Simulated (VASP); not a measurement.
A run of VASP 6.6.1 is set up as follows.

File POSCAR:

```
Sb
1.0
    2.1705056180      1.2531420028      3.8694290027
   -2.1705056180      1.2531420028      3.8694290027
    0.0000000000     -2.5062840056      3.8694290027
Sb
2
Direct
    0.2313985280      0.2313985280      0.2313985280
    0.7686014720      0.7686014720      0.7686014720
```

INCAR.step1

```
ALGO = Normal
EDIFF = 1E-4
ENCUT = 520
GGA = PE
ISMEAR = 0
LASPH = True
LCHARG = False
LREAL = False
LWAVE = True
NBANDS = 12
NELM = 80
PREC = Accurate
SIGMA = 0.1
```

The input INCAR.step2:

```
ALGO = Normal
EDIFF = 1E-7
ENCUT = 520
ISIF = 2
ISMEAR = 0
ISTART = 1
LASPH = True
LCHARG = False
LMIXTAU = True
LREAL = False
LWAVE = False
METAGGA = R2SCAN
NBANDS = 12
NELM = 80
PREC = Accurate
SIGMA = 0.1
```

Contents of KPOINTS:

```
k-points
0
Gamma
  12 12 12
```

Potentials or basis: VASP PAW PBE potentials, release 64 (Sb).

Command:

```sh
$ cat potpaw_PBE.64/Sb/POTCAR > POTCAR
$ cp INCAR.step1 INCAR
$ mpirun -np 1 vasp_std > vasp.out
$ cp INCAR.step2 INCAR
$ mpirun -np 1 vasp_std > vasp.out
```

Problem. Estimate the largest force.

Solution. 0.055 eV/Å.

Problem. Predict the band gap on the k mesh.

Solution. Zero (band 5 reaches 6.76 eV, above the bottom of band 6 at 6.61 eV).

Forces on the atoms (eV/Å):
```
Sb   0.000  0.000  0.055
Sb   0.000  0.000 -0.055
```

Caveat: the PAW data sets were made with another functional, which shifts forces and pressure a little; spin-orbit coupling is left out, which moves the levels of the heavy elements.
